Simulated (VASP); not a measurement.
Sn2S:

```
Sn S
1.0
     4.75576    0.00000    0.00000
     0.00000    4.75576    0.00000
     0.00000    0.00000    6.84647
Sn S
4 2
Direct
  0.00000 0.50000 0.20300
  0.00000 0.50000 0.70300
  0.50000 0.00000 0.29700
  0.50000 0.00000 0.79700
  0.00000 0.00000 0.00000
  0.50000 0.50000 0.50000
```

```yaml
Program: VASP 6.6.1
Task: relaxation of cell and atoms
Functional: PBE
Potentials_or_basis: VASP PAW PBE potentials, release 64 (Sn_d, S)
Cutoff: 600 eV
k_mesh: 4 × 4 × 4
Occupations: gaussian, width 0.1 eV
Spin: no spin polarisation
```

At the start: pressure 4.6 GPa; volume 25.81 Å³/atom.

**Question.** Where does the relaxation end?

**Answer.** Over 7 steps the energy falls by 35.1 meV/atom and the volume is 28.42 Å³/atom (+10.1 %); space group P4_2/nmc (No. 137, to 0.1 Å) before and after.

The path:
```tsv
step	energy change (eV)	largest force (eV/Å)	pressure (GPa)	volume (Å³)
1	0.0000	0.0124	4.59	154.85
2	-0.2011	0.0703	-0.45	172.03
3	-0.2038	0.0620	0.02	170.06
4	-0.2037	0.0635	-0.07	170.38
5	-0.2048	0.0606	-0.07	170.39
6	-0.2074	0.0527	-0.07	170.44
7	-0.2108	0.0359	-0.06	170.52
```

Final structure:
```yaml
crystal:
  lattice:
    - [4.95057, 0.00000, 0.00000]
    - [0.00000, 4.95057, 0.00000]
    - [0.00000, 0.00000, 6.95767]
  atoms:
    - { symbol: Sn, position: [0.00000, 0.50000, 0.19881] }
    - { symbol: Sn, position: [0.00000, 0.50000, 0.69881] }
    - { symbol: Sn, position: [0.50000, 0.00000, 0.30119] }
    - { symbol: Sn, position: [0.50000, 0.00000, 0.80119] }
    - { symbol: S, position: [0.00000, 0.00000, 0.00000] }
    - { symbol: S, position: [0.50000, 0.50000, 0.50000] }
```
